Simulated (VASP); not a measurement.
PbO, 4 atoms in the cell. The cell holds a slab with vacuum, 4 atoms: a = 3.691 Å, b = 3.691 Å, c = 30.749 Å, α = 90.00°, β = 90.00°, γ = 90.00°. 

```yaml
Program: VASP 6.6.1
Task: single point
Functional: PBE
Dispersion: D3(BJ)
Potentials_or_basis: VASP PAW PBE potentials, release 64 (Pb_d, O)
Cutoff: 520 eV
k_mesh: 6 × 6 × 1
Occupations: gaussian, width 0.02 eV
Spin: no spin polarisation
Dipole_correction: yes
Further_INCAR_settings: ALGO = Normal; EDIFF = 1e-07; NBANDS = 28
```

Potentials or basis: VASP PAW PBE potentials, release 64 (Pb_d, O).

The run is started by

```sh
$ cat potpaw_PBE.64/Pb_d/POTCAR potpaw_PBE.64/O/POTCAR > POTCAR
$ mpirun -np 1 vasp_std > vasp.out
```

Hardware: 1 thread of AMD EPYC 7R13 Processor (Zen 3), on a shared host.

Question: How long does it take, and how much memory?

Answer: It took 3.3 min on 1 thread of AMD EPYC 7R13 Processor (Zen 3), on a shared host, peak memory 0.48 GiB. Counts: scf iterations 26, k points 10.
